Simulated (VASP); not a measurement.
A run of VASP 6.6.1 is set up as follows.

File POSCAR:

```
NaCl
1.0
    3.5021900000      0.0000000000      0.0000000000
    0.0000000000      3.5021900000      0.0000000000
    0.0000000000      0.0000000000      3.5021900000
Cl Na
1 1
Direct
    0.5000000000      0.5000000000      0.5000000000
    0.0000000000      0.0000000000      0.0000000000
```

Contents of INCAR.step1:

```
  PREC = Accurate
  ENCUT = 520
  EDIFF = 1E-5
  ISMEAR = -1
  SIGMA = 0.05
  LREAL = F
  LASPH = T
  NELM = 100
  ALGO = Normal
  ISIF = 2
  LWAVE = T
  LCHARG = F
  NBANDS = 14
  GGA = PE
```

File INCAR.step2:

```
  PREC = Accurate
  ENCUT = 520
  EDIFF = 1E-7
  ISMEAR = -1
  SIGMA = 0.05
  LREAL = F
  LASPH = T
  NELM = 100
  ALGO = Normal
  ISIF = 2
  LWAVE = F
  LCHARG = F
  GGA = PE
  LHFCALC = T
  AEXX = 0.3
  HFSCREEN = 0.2
  PRECFOCK = Normal
  NBANDS = 14
  ISTART = 1
```

The input KPOINTS:

```
Automatic mesh
0
Gamma
  4 4 4
```

Potentials or basis: VASP PAW PBE potentials, release 64 (Cl, Na_pv).

Launch:

```console
$ cat potpaw_PBE.64/Cl/POTCAR potpaw_PBE.64/Na_pv/POTCAR > POTCAR
$ cp INCAR.step1 INCAR
$ mpirun -np 1 vasp_std > vasp.out
$ cp INCAR.step2 INCAR
$ mpirun -np 1 vasp_std > vasp.out
```

What does it give for the band gap on the k mesh?

5.58 eV (least direct gap 6.12 eV).

Estimate the pressure.

-0.5 GPa.

Caveat: the k points lie up to 0.45 Å⁻¹ apart; the PAW data sets were made with another functional, which shifts forces and pressure a little. A k mesh can miss the band edges.
